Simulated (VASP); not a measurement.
# InP (F-43m) in VASP: settings compared

Aim: see how the results for InP move with the level of theory and the settings. Levels: HSE06, HF, r2SCAN+rVV10. Tasks: single point.

Program: VASP 6.6.1. These are calculated values, not measurements. Logs are shortened: lines on timing, memory, paths and dates and some standing lists are left out, and cuts for length are marked.

## (1) The cell of the first run

Symmetry: F-43m, No. 216, cubic system. The conventional cell has a = 5.861 Å, b = 5.861 Å, c = 5.861 Å, α = 90.00°, β = 90.00°, γ = 90.00°. In (site symmetry -43m) has 4 P at 2.54 Å within 3.3 Å. Within 3.3 Å of P (site symmetry -43m) lie 4 In at 2.54 Å.

## (2) Single point, HSE06

POSCAR

```
InP
1.0
    0.0000000000      2.9305000000      2.9305000000
    2.9305000000      0.0000000000      2.9305000000
    2.9305000000      2.9305000000      0.0000000000
In P
1 1
Direct
    0.0000000000      0.0000000000      0.0000000000
    0.7500000000      0.7500000000      0.7500000000
```

INCAR.step1

```
SYSTEM = InP
ALGO = Normal ; EDIFF = 1E-5
ENCUT = 520 ; GGA = PE
ISIF = 2 ; ISMEAR = -1
LASPH = .True. ; LREAL = .False.
LWAVE = .True. ; NBANDS = 16
NELM = 80 ; PREC = Accurate
SIGMA = 0.05
```

INCAR.step2

```
SYSTEM = InP
ALGO = Normal ; EDIFF = 1E-7
ENCUT = 520 ; GGA = PE
HFSCREEN = 0.2079 ; ISIF = 2
ISMEAR = -1 ; ISTART = 1
LASPH = .True. ; LCHARG = .True.
LELF = .True. ; LHFCALC = .True.
LREAL = .False. ; LVHAR = .True.
LWAVE = .False. ; NBANDS = 16
NELM = 80 ; PREC = Accurate
PRECFOCK = Normal ; SIGMA = 0.05
```

KPOINTS

```
k-points
0
Gamma
  4 4 4
  0 0 0
```

Potentials or basis: VASP PAW PBE potentials, release 64 (In_d, P).

On the command line:

```sh
$ cat potpaw_PBE.64/In_d/POTCAR potpaw_PBE.64/P/POTCAR > POTCAR
$ cp INCAR.step1 INCAR
$ mpirun -np 1 vasp_std > vasp.out
$ cp INCAR.step2 INCAR
$ mpirun -np 1 vasp_std > vasp.out
```

OUTCAR:

```text
SYSTEM = InP
   EDIFF = 1E-7
   ENCUT = 520
   GGA = PE
   HFSCREEN = 0.2079
   ISIF = 2
   ISMEAR = -1
   ISTART = 1
   LASPH = .True.
   LHFCALC = .True.
   LREAL = .False.
   NELM = 80
   PREC = Accurate
   PRECFOCK = Normal

 ion  position               nearest neighbor table
   1  0.000  0.000  0.000-   2 2.54   2 2.54   2 2.54   2 2.54
   2  0.750  0.750  0.750-   1 2.54   1 2.54   1 2.54   1 2.54

  LATTYP: Found a face centered cubic cell.
 ALAT       =     5.8610000000

  Lattice vectors:

 A1 = (   0.0000000000,   2.9305000000,   2.9305000000)
 A2 = (   2.9305000000,   0.0000000000,   2.9305000000)
 A3 = (   2.9305000000,   2.9305000000,   0.0000000000)

Analysis of symmetry for initial positions (statically):
=====================================================================
 Subroutine PRICEL returns:
 Original cell was already a primitive cell.

 Routine SETGRP: Setting up the symmetry group for a
 face centered cubic supercell.

 Subroutine GETGRP returns: Found 24 space group operations
 (whereof 24 operations were pure point group operations)
 out of a pool of 48 trial point group operations.

The static configuration has the point symmetry T_d .

Analysis of symmetry for dynamics (positions and initial velocities):
=====================================================================
 Subroutine PRICEL returns:
 Original cell was already a primitive cell.

 Routine SETGRP: Setting up the symmetry group for a
 face centered cubic supercell.

 Subroutine GETGRP returns: Found 24 space group operations
 (whereof 24 operations were pure point group operations)
 out of a pool of 48 trial point group operations.

The dynamic configuration has the point symmetry T_d .

 Subroutine INISYM returns: Found 24 space group operations
 (whereof 24 operations are pure point group operations),
 and found     1 'primitive' translations

----------------------------------------------------------------------------------------

                                     Primitive cell

  volume of cell :      50.3333

  direct lattice vectors                    reciprocal lattice vectors
     0.000000000  2.930500000  2.930500000    -0.170619348  0.170619348  0.170619348
     2.930500000  0.000000000  2.930500000     0.170619348 -0.170619348  0.170619348
     2.930500000  2.930500000  0.000000000     0.170619348  0.170619348 -0.170619348

  length of vectors
     4.144352845  4.144352845  4.144352845     0.295521380  0.295521380  0.295521380

  position of ions in fractional coordinates (direct lattice)
     0.000000000  0.000000000  0.000000000
     0.750000000  0.750000000  0.750000000

  ion indices of the primitive-cell ions
   primitive index   ion index
                 1           1
                 2           2

----------------------------------------------------------------------------------------

 KPOINTS: k-points

Automatic generation of k-mesh.
 Grid dimensions read from file:
 generate k-points for:    4    4    4

 Generating k-lattice:

  Cartesian coordinates                     Fractional coordinates (reciprocal lattice)
    -0.042654837  0.042654837  0.042654837     0.250000000  0.000000000  0.000000000
     0.042654837 -0.042654837  0.042654837     0.000000000  0.250000000  0.000000000
     0.042654837  0.042654837 -0.042654837     0.000000000  0.000000000  0.250000000

  Length of vectors
     0.073880345  0.073880345  0.073880345

  Shift w.r.t. Gamma in fractional coordinates (k-lattice)
     0.000000000  0.000000000  0.000000000

 Subroutine IBZKPT returns following result:
 ===========================================

 Found      8 irreducible k-points:

 Following reciprocal coordinates:
            Coordinates               Weight
  0.000000  0.000000  0.000000      1.000000
  0.250000  0.000000  0.000000      8.000000
  0.500000  0.000000  0.000000      4.000000
  0.250000  0.250000  0.000000      6.000000
  0.500000  0.250000  0.000000     24.000000
 -0.250000  0.250000  0.000000     12.000000
  0.500000  0.500000  0.000000      3.000000
 -0.250000  0.500000  0.250000      6.000000
   k-points           NKPTS =      8   k-points in BZ     NKDIM =     64   number of bands    NBANDS=     16
   number of dos      NEDOS =    301   number of ions     NIONS =      2
   total plane-waves  NPLWV =  32768
   dimension x,y,z NGX =    32 NGY =   32 NGZ =   32
   dimension x,y,z NGXF=    64 NGYF=   64 NGZF=   64
   ions per type =               1   1
   NGX,Y,Z   is equivalent  to a cutoff of  12.84, 12.84, 12.84 a.u.
   NGXF,Y,Z  is equivalent  to a cutoff of  25.67, 25.67, 25.67 a.u.
 SYSTEM =  InP
   PREC   = accura    normal or accurate (medium, high low for compatibility)
   ISTART =      1    job   : 0-new  1-cont  2-samecut
   ICHARG =      0    charge: 1-file 2-atom 10-const
   ISPIN  =      1    spin polarized calculation?
   LNONCOLLINEAR =      F non collinear calculations
   LSORBIT =      F    spin-orbit coupling
   LASPH  =      T    aspherical Exc in radial PAW
   ENCUT  =  520.0 eV  38.22 Ry    6.18 a.u.   7.71  7.71  7.71*2*pi/ulx,y,z
   NELM   =     80;   NELMIN=  2; NELMDL=  0     # of ELM steps
   EDIFF  = 0.1E-06   stopping-criterion for ELM
   LREAL  =      F    real-space projection
   EDIFFG = 0.1E-05   stopping-criterion for IOM
   NSW    =      0    number of steps for IOM
   IBRION =     -1    ionic relax: 0-MD 1-quasi-New 2-CG
   NFREE  =      0    steps in history (QN), initial steepest desc. (CG)
   ISIF   =      2    stress and relaxation
   ISYM   =      3    0-nonsym 1-usesym 2-fastsym
   POTIM  = 0.5000    time-step for ionic-motion
   TEBEG  =    0.0;   TEEND  =   0.0 temperature during run
   PSTRESS=    0.0 pullay stress
   NELECT =      18.0000    total number of electrons
   NUPDOWN=      -1.0000    fix difference up-down
   EMIN   =  10.00;   EMAX   =-10.00  energy-range for DOS
   EFERMI =   0.00;   METHOD = LEGACY
   ISMEAR =    -1;   SIGMA  =   0.05  broadening in eV -4-tet -1-fermi 0-gaus
   EFERMI_NEDOS =   21; number of points for ismear=-14 and -15
   IALGO  =     38    algorithm
   IMIX   =      1    mixing-type and parameters
     AMIX     =   0.40;   BMIX     =  1.00
     AMIX_MAG =   1.60;   BMIX_MAG =  1.00
  volume/ion in A,a.u.               =      25.17       169.83
  Fermi-wavevector in a.u.,A,eV,Ry     =   1.162021  2.195901 18.371846  1.350293
  Thomas-Fermi vector in A             =   2.298587
   LORBIT       =      0    0 simple, 1 ext, 2 COOP (PROOUT), +10 PAW based schemes
   GGA     = PE    functional components
   LHFCALC =     T    Hartree Fock is set to
   PRECFOCK=normal    Normal, Fast or Accurate (Low or Medium for compatibility)
   ENCUT4O =  -1.0   cutoff for four orbital integrals eV
   NKREDX  =     1    reduce k-point grid by
   NKREDY  =     1    reduce k-point grid by
   NKREDZ  =     1    reduce k-point grid by
   AEXX    =    0.2500 exact exchange contribution
   HFSCREEN=    0.2079 screening length (either q_TF or 0.3 A-1)
   HFSCREENC=   0.2079 screening length for correlation (either q_TF or 0.3 A-1)
   ENCUTFOCK=  -1.0 apply spherical cutoff to Coloumb kernel
   IVDW    =     0    specifies the selected vdW correction
   LEPSILON=     F    determine dielectric tensor
   LRPA    =     F    only Hartree local field effects (RPA)
 non-spin polarized calculation
  energy-cutoff  :      520.00
  volume of cell :       50.33
 maximum number of plane-waves:      1380
 NGX is ok and might be reduce to    32
  NGX = 24; NGY = 24; NGZ = 24

 number of electron      18.0000005 magnetization

 Free energy of the ion-electron system (eV)
  ---------------------------------------------------
  ext. energy  EPLUGINS =         0.00000000
  ---------------------------------------------------
  free energy    TOTEN  =        -9.89540524 eV

  energy without entropy =       -9.89540522  energy(sigma->0) =       -9.89540523

 E-fermi :   5.5782     XC(G=0):  -7.7160

 val. band max:        4.7836087653   @ k =   0.0000   0.0000   0.0000
 cond. band min:       6.3181965517   @ k =   0.0000   0.0000   0.0000
 fundamental gap:      1.5345877864
 Fermi energy:         5.5781902453

 k-point     1 :       0.0000    0.0000    0.0000
  band No.  band energies     occupation
      1     -11.1166      2.00000
      2     -11.1166      2.00000
      3     -11.1166      2.00000
      4     -10.9557      2.00000
      5     -10.9557      2.00000
      6      -7.9399      2.00000
      7       4.7836      2.00000
      8       4.7836      2.00000
      9       4.7836      2.00000
     10       6.3182      0.00000
     11       9.7017      0.00000
     12       9.7017      0.00000
     13       9.7017      0.00000
     14      14.3808      0.00000
     15      15.2849      0.00000
     16      15.2849      0.00000

 k-point     2 :       0.2500    0.0000    0.0000
  band No.  band energies     occupation
      1     -11.1751      2.00000
      2     -11.0929      2.00000
      3     -11.0929      2.00000
      4     -10.9534      2.00000
      5     -10.9534      2.00000
      6      -7.2040      2.00000
      7       1.1075      2.00000
      8       4.1816      2.00000
      9       4.1816      2.00000
     10       7.3855      0.00000
     11      10.4511      0.00000
     12      10.4511      0.00000
     13      11.0384      0.00000
     14      14.3424      0.00000
     15      14.3424      0.00000
     16      14.8526      0.00000

 k-point     3 :       0.5000    0.0000    0.0000
  band No.  band energies     occupation
      1     -11.2295      2.00000
      2     -11.0764      2.00000
      3     -11.0764      2.00000
      4     -10.9433      2.00000
      5     -10.9433      2.00000
      6      -6.0644      2.00000
      7      -1.4566      2.00000
      8       3.7238      2.00000
      9       3.7238      2.00000
     10       7.0615      0.00000
     11      10.4374      0.00000
     12      10.4374      0.00000
     13      12.8268      0.00000
     14      15.3797      0.00000
     15      16.6233      0.00000
     16      16.6233      0.00000

 k-point     4 :       0.2500    0.2500    0.0000
  band No.  band energies     occupation
      1     -11.2155      2.00000
      2     -11.0648      2.00000
      3     -11.0648      2.00000
      4     -10.9787      2.00000
      5     -10.9389      2.00000
      6      -6.9601      2.00000
      7       1.2536      2.00000
      8       3.2551      2.00000
      9       3.2551      2.00000
     10       7.9824      0.00000
     11       8.7592      0.00000
     12      12.1787      0.00000
     13      12.1787      0.00000
     14      12.6204      0.00000
     15      15.8808      0.00000
     16      18.0636      0.00000

 k-point     5 :       0.5000    0.2500    0.0000
  band No.  band energies     occupation
      1     -11.2542      2.00000
      2     -11.0527      2.00000
      3     -11.0410      2.00000
      4     -10.9759      2.00000
      5     -10.9356      2.00000
      6      -5.7799      2.00000
      7      -0.9825      2.00000
      8       1.8598      2.00000
      9       2.8875      2.00000
     10       8.0694      0.00000
     11      10.0855      0.00000
     12      11.8775      0.00000
     13      12.4562      0.00000
     14      15.4052      0.00000
     15      16.7680      0.00000
     16      18.0290      0.00000

 k-point     6 :      -0.2500    0.2500    0.0000
  band No.  band energies     occupation
      1     -11.2254      2.00000
      2     -11.0687      2.00000
      3     -11.0626      2.00000
      4     -10.9572      2.00000
      5     -10.9512      2.00000
      6      -6.2038      2.00000
      7      -0.3637      2.00000
      8       1.7363      2.00000
      9       3.6700      2.00000
     10       8.6404      0.00000
     11      10.7649      0.00000
     12      11.2374      0.00000
     13      11.3845      0.00000
     14      13.8128      0.00000
     15      16.3475      0.00000
     16      17.8817      0.00000

 k-point     7 :       0.5000    0.5000    0.0000
  band No.  band energies     occupation
      1     -11.2974      2.00000
      2     -11.0106      2.00000
      3     -11.0106      2.00000
      4     -11.0065      2.00000
      5     -10.9220      2.00000
      6      -5.3486      2.00000
      7      -1.4543      2.00000
      8       2.2466      2.00000
      9       2.2466      2.00000
     10       7.1548      0.00000
     11       7.7876      0.00000
     12      15.2261      0.00000
     13      15.6951      0.00000
     14      15.6951      0.00000
     15      16.7687      0.00000
     16      17.7974      0.00000

 k-point     8 :      -0.2500    0.5000    0.2500
  band No.  band energies     occupation
      1     -11.2639      2.00000
      2     -11.0544      2.00000
      3     -11.0186      2.00000
      4     -10.9766      2.00000
      5     -10.9416      2.00000
      6      -5.2674      2.00000
      7      -1.2725      2.00000
      8       1.5666      2.00000
      9       1.6395      2.00000
     10       9.8289      0.00000
     11      10.1942      0.00000
     12      11.2914      0.00000
     13      11.8267      0.00000
     14      16.2745      0.00000
     15      17.3679      0.00000
     16      17.9831      0.00000

------------------------ aborting loop because EDIFF is reached ----------------------------------------

  FORCE on cell =-STRESS in cart. coord.  units (eV):
  Direction    XX          YY          ZZ          XY          YZ          ZX
  --------------------------------------------------------------------------------------
  -------------------------------------------------------------------------------------
  Total        0.4875779      0.4875779      0.4875779     -0.0000000     -0.0000000      0.0000000
  in kB       15.5202763     15.5202763     15.5202763     -0.0000000     -0.0000000      0.0000000
  external PRESSURE =      15.5202763 kB  Pullay stress =       0.0000000 kB

 VOLUME and BASIS-vectors are now :
 -----------------------------------------------------------------------------
  energy-cutoff  :      520.00
  volume of cell :       50.33
      direct lattice vectors                 reciprocal lattice vectors
     0.000000000  2.930500000  2.930500000    -0.170619348  0.170619348  0.170619348
     2.930500000  0.000000000  2.930500000     0.170619348 -0.170619348  0.170619348
     2.930500000  2.930500000  0.000000000     0.170619348  0.170619348 -0.170619348

 POSITION                                       TOTAL-FORCE (eV/Angst)
 -----------------------------------------------------------------------------------
      0.00000      0.00000      0.00000         0.000000      0.000000      0.000000
      4.39575      4.39575      4.39575        -0.000000     -0.000000     -0.000000
 -----------------------------------------------------------------------------------
    total drift:                               -0.000101     -0.000114     -0.000068

  FREE ENERGIE OF THE ION-ELECTRON SYSTEM (eV)
  ---------------------------------------------------
  free  energy   TOTEN  =        -9.8954052369 eV

  energy  without entropy=       -9.8954052178  energy(sigma->0) =       -9.89540523
```

Run time: 3.5 min. Hardware: 1 thread of Intel Xeon Platinum 8488C (Sapphire Rapids), shared host; peak memory 0.28 GiB.

Results:

| Property | Result |
| --- | --- |
| Free energy | -9.8954 eV |
| Pressure | 1.6 GPa |
| Band gap on the k mesh | 1.53 eV, direct |

Levels at points of the mesh, in eV from the valence-band top:
```csv
k point,band 6,band 7,band 8,band 9,band 10,band 11,band 12,band 13
"(0.00, 0.00, 0.00)",-12.72,0.00,0.00,0.00,1.53,4.92,4.92,4.92
"(0.50, 0.00, 0.00)",-10.85,-6.24,-1.06,-1.06,2.28,5.65,5.65,8.04
"(0.50, 0.50, 0.00)",-10.13,-6.24,-2.54,-2.54,2.37,3.00,10.44,10.91
```

Caveat: the k points lie up to 0.46 Å⁻¹ apart; the PAW data sets were made with another functional, which shifts forces and pressure a little; spin-orbit coupling is left out, which moves the levels of the heavy elements.

(Part 1 of 2 ends here.)
